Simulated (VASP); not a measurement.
Write the native input for VASP 6.6.1 that does the following.

```
Task                   : single point
Functional             : PBE
Potentials or basis    : VASP PAW PBE potentials, release 64 (Cd, Hg, S)
Cutoff                 : 520 eV
k mesh                 : 4 × 4 × 6
Occupations            : gaussian, width 0.1 eV
Spin                   : no spin polarisation
Dipole correction      : no
Further INCAR settings : ALGO = Normal; EDIFF = 1e-06; NBANDS = 26
```

The structure of CdHgS2 lies in POSCAR:

```
CdHgS2
1.0
    5.1414042688      0.0000000000      0.0000000000
    0.0000000000      5.1414042688      0.0000000000
    0.0000000000      0.0000000000      3.3756895547
Cd Hg S
1 1 2
Direct
    0.5000000000      0.5000000000      0.5000000000
    0.0000000000      0.0000000000      0.0000000000
    0.5000000000      0.0000000000      0.0000000000
    0.0000000000      0.5000000000      0.0000000000
```

These files were run (other wordings do the same):

INCAR

```
SYSTEM = CdHgS2
ALGO     = Normal         ! electronic algorithm
EDIFF    = 1E-6           ! SCF threshold, eV
ENCUT    = 520            ! plane-wave cutoff, eV
GGA      = PE             ! functional
ISIF     = 2              ! what is computed and relaxed
ISMEAR   = 0              ! smearing method
LASPH    = .TRUE.         ! aspherical terms in the spheres
LCHARG   = .FALSE.        ! write CHGCAR
LREAL    = .FALSE.        ! projectors in reciprocal space
LWAVE    = .FALSE.        ! write WAVECAR
NBANDS   = 26             ! bands
NELM     = 100            ! most SCF steps
PREC     = Accurate       ! precision mode
SIGMA    = 0.1            ! smearing width, eV
```

KPOINTS

```
k-points
0
G
  4 4 6
  0 0 0
```

Potentials or basis: VASP PAW PBE potentials, release 64 (Cd, Hg, S).

Command:

```sh
$ cat potpaw_PBE.64/Cd/POTCAR potpaw_PBE.64/Hg/POTCAR potpaw_PBE.64/S/POTCAR > POTCAR
$ mpirun -np 1 vasp_std > vasp.out
```

Results of the run:

```yaml
Pressure: 0.3 GPa
Band_gap_on_the_k_mesh: zero (band 18 reaches 3.96 eV, above the bottom of band 19 at 1.85 eV)
```

Caveat: spin-orbit coupling is left out, which moves the levels of the heavy elements.

It took 16 s on 1 thread of Intel(R) Xeon(R) 6975P-C (Granite Rapids), with other jobs on the host, peak memory 0.23 GiB.
